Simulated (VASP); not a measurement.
Wanted: the native input for a VASP 6.6.1 run.

```
Task                   : single point
Functional             : PBE
Potentials or basis    : VASP PAW PBE potentials, release 64 (Zn, Au)
Cutoff                 : 520 eV
k mesh                 : 6 × 6 × 6
Occupations            : fermi-dirac, width 0.05 eV
Spin                   : no spin polarisation
Dipole correction      : no
Further INCAR settings : ALGO = Normal; EDIFF = 1e-06; NBANDS = 18
```

The structure of ZnAu lies in POSCAR:

```
ZnAu
1.0
    3.1470000000      0.0000000000      0.0000000000
    0.0000000000      3.1470000000      0.0000000000
    0.0000000000      0.0000000000      3.1470000000
Zn Au
1 1
Direct
    0.5000000000      0.5000000000      0.5000000000
    0.0000000000      0.0750000000      0.0000000000
```

These files were run (other wordings do the same):

INCAR

```
ALGO = Normal
EDIFF = 1E-6
ENCUT = 520
GGA = PE
ISIF = 2
ISMEAR = -1
LASPH = True
LCHARG = False
LREAL = False
LWAVE = False
NBANDS = 18
NELM = 100
PREC = Accurate
SIGMA = 0.05
```

KPOINTS

```
k-points
0
Gamma
  6 6 6
```

Potentials or basis: VASP PAW PBE potentials, release 64 (Zn, Au).

Run with:

```sh
$ cat potpaw_PBE.64/Zn/POTCAR potpaw_PBE.64/Au/POTCAR > POTCAR
$ mpirun -np 1 vasp_std > vasp.out
```

It gave:

```yaml
Pressure: 8.1 GPa
Largest_force: 0.883 eV/Å
```

It took 11 s on 1 thread of Intel(R) Xeon(R) Platinum 8259CL CPU @ 2.50GHz (Skylake/Cascade Lake) (shared host), peak memory 0.15 GiB.
